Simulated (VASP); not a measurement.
Ge, 4 atoms in the cell. The cell holds a slab with vacuum, 4 atoms: a = 4.023 Å, b = 4.023 Å, c = 18.869 Å, α = 90.00°, β = 90.00°, γ = 120.00°. 

| Property | Result |
| --- | --- |
| Program | VASP 6.6.1 |
| Task | single point |
| Functional | PBE |
| Dispersion | D3(BJ) |
| Potentials or basis | VASP PAW PBE potentials, release 64 (Ge_d) |
| Cutoff | 520 eV |
| k mesh | 9 × 9 × 1 |
| Occupations | gaussian, width 0.1 eV |
| Spin | no spin polarisation |
| Dipole correction | yes |
| Further INCAR settings | ALGO = Normal; EDIFF = 1e-06; NBANDS = 36 |

Potentials or basis: VASP PAW PBE potentials, release 64 (Ge_d).

Run with:

```bash
$ cat potpaw_PBE.64/Ge_d/POTCAR > POTCAR
$ mpirun -np 1 vasp_std > vasp.out
```

Hardware: 1 thread of Intel(R) Xeon(R) 6975P-C (Granite Rapids), on a shared host.

Task: How long does it take, and how much memory?

Result: Wall time 3 min on 1 thread of Intel(R) Xeon(R) 6975P-C (Granite Rapids), on a shared host, peak memory 0.44 GiB. Counts: scf iterations 21, k points 25.
